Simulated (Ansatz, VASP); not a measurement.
## One calculation of VRe3F, two programs

Contents of INCAR:

```
SYSTEM = VRe3F
ALGO = Normal ; EDIFF = 1E-6
ENCUT = 600 ; GGA = PE
GGA_COMPAT = .False. ; ISIF = 2
ISMEAR = 0 ; LASPH = .True.
LCHARG = .False. ; LREAL = .False.
LWAVE = .False. ; NBANDS = 40
NELM = 120 ; PREC = Accurate
SIGMA = 0.1
```

Contents of KPOINTS:

```
k-points
0
Gamma
  10 10 10
  0 0 0
```

File POSCAR:

```
VRe3F
1.0
    4.1475613590      0.0000000000      0.0000000000
    0.0000000000      4.1475613590      0.0000000000
    0.0000000000      0.0000000000      4.1475613590
V Re F
1 3 1
Direct
    0.5000000000      0.5000000000      0.5000000000
    0.0000000000      0.5000000000      0.0000000000
    0.5000000000      0.0000000000      0.0000000000
    0.0000000000      0.0000000000      0.5000000000
    0.0000000000      0.0000000000      0.0000000000
```

Input for Ansatz:

```yaml
crystal:
  lattice:
    - [4.147561359, 0.0, 0.0]
    - [0.0, 4.147561359, 0.0]
    - [0.0, 0.0, 4.147561359]
  atoms:
    - { symbol: V, position: [0.5, 0.5, 0.5] }
    - { symbol: Re, position: [0.0, 0.5, 0.0] }
    - { symbol: Re, position: [0.5, 0.0, 0.0] }
    - { symbol: Re, position: [0.0, 0.0, 0.5] }
    - { symbol: F, position: [0.0, 0.0, 0.0] }
basis:
  ecutwfc: 420
kpoints:
  mp_grid: { grid: [10, 10, 10] }
  band_path:
    path:
      - [[0.0, 0.0, 0.0], [0.0, 0.5, 0.0], [0.5, 0.5, 0.0], [0.0, 0.0, 0.0], [0.5, 0.5, 0.5], [0.0, 0.5, 0.0]]
      - [[0.5, 0.5, 0.5], [0.5, 0.5, 0.0]]
    npoints: 14
hamiltonian:
  xc: pbe
scf:
  occupations: { method: gaussian, width: 0.1 }
  n_extra_bands: 12
output:
  forces: true
  stress: true
  eigenvalues: true
  populations: true
  dos: { projected: true, de: 0.02, nscf_kmesh: { grid: [12, 12, 12] } }
  bader: true
  write_density: true
  write_potential: true
  elf: true
  volumetric_format: npy
```

Alike in both runs: task single point; functional PBE; k mesh 10 × 10 × 10; occupations gaussian, width 0.1 eV; no spin polarisation.

```csv
,VASP,Ansatz
version,VASP 6.6.1,Ansatz 0.2.0
potentials or method,"VASP PAW PBE potentials, release 64 (V_sv, Re_sv_GW, F), cutoff 600 eV","scalar-relativistic, plane waves, PAW"
valence electrons in the cell,65,65
```

VASP gave:

- gap on the k mesh at the Fermi level (eV): none
- pressure (GPa): -0.4

Q: What did Ansatz give for the same quantities?

A: gap on the k mesh at the Fermi level (eV): none; pressure (GPa): 0.0.

A gap of «none» marks a metal or a gap that the smearing closes. The functional is the same, so the differences come from potentials, cutoffs and numerics.

Neither program's run includes spin-orbit coupling.
